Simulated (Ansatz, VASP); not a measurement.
**Two plane-wave programs on TlCl**

Contents of INCAR:

```
PREC = Accurate
ENCUT = 500
EDIFF = 1E-6
ISMEAR = 0
SIGMA = 0.01
LREAL = False
LASPH = True
NELM = 120
ALGO = Normal
ISIF = 2
LWAVE = False
LCHARG = False
GGA = PE
NBANDS = 17
GGA_COMPAT = False
```

The input KPOINTS:

```
regular mesh
0
Gamma
  3 3 3
```

File POSCAR:

```
TlCl
1.0
    3.8388256226      0.0000000000      0.0000000000
    0.0000000000      3.8388256226      0.0000000000
    0.0000000000      0.0000000000      3.8388256226
Tl Cl
1 1
Direct
    0.0000000000      0.0000000000      0.0000000000
    0.5000000000      0.5000000000      0.5000000000
```

Input for Ansatz:

```yaml
crystal:
  lattice:
    - [3.8388256226, 0.0, 0.0]
    - [0.0, 3.8388256226, 0.0]
    - [0.0, 0.0, 3.8388256226]
  atoms:
    - { symbol: Tl, position: [0.0, 0.0, 0.0] }
    - { symbol: Cl, position: [0.5, 0.5, 0.5] }
kpoints:
  mp_grid: { grid: [3, 3, 3] }
hamiltonian:
  xc: pbe
scf:
  occupations: { method: fixed }
  n_extra_bands: 4
output:
  forces: true
  stress: true
  eigenvalues: true
```

Alike in both runs: task single point; functional PBE; k mesh 3 × 3 × 3; no spin polarisation.

```csv
,VASP,Ansatz
version,VASP 6.6.1,Ansatz 0.2.0
potentials or method,"VASP PAW PBE potentials, release 64 (Tl_d, Cl)",plane waves
plane-wave cutoff (eV),500,420
occupations,"gaussian, width 0.01 eV",fixed
valence electrons in the cell,20,20
```

```tsv
	VASP	Ansatz	Ansatz less VASP
gap on the k mesh at the Fermi level (eV)	3.97	3.97	-0.003
pressure (GPa)	1.0	1.1	+0.08
```

The k mesh is coarse, so the values compare programs but aren't converged. Spin-orbit coupling is off throughout.
